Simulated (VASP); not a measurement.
Here is a VASP 6.6.1 calculation.

File INCAR:

```
SYSTEM = Se
PREC = Accurate ; ENCUT = 520
EDIFF = 1E-6 ; ISMEAR = -1
SIGMA = 0.15 ; LREAL = .FALSE.
LASPH = .TRUE. ; NELM = 100
ALGO = Normal ; ISIF = 2
LWAVE = .FALSE. ; LCHARG = .TRUE.
GGA = PE ; LELF = .TRUE.
LVHAR = .TRUE. ; NBANDS = 9
```

File KPOINTS:

```
regular mesh
0
G
  15 15 15
  0 0 0
```

The input POSCAR:

```
Se
1.0
    2.0021174520      1.1559230498      1.6346471065
   -2.0021174520      1.1559230498      1.6346471065
    0.0000000000     -2.3118460997      1.6346471065
Se
1
Direct
    0.0000000000      0.0000000000      0.0000000000
```

Potentials or basis: VASP PAW PBE potentials, release 64 (Se).

Launch:

```sh
$ cat potpaw_PBE.64/Se/POTCAR > POTCAR
$ mpirun -np 1 vasp_std > vasp.out
```

(1) Predict the band gap on the k mesh.

(2) Predict the pressure.

Results:

(1) zero (band 3 reaches 7.41 eV, above the bottom of band 4 at 1.38 eV).

(2) 0.0 GPa.
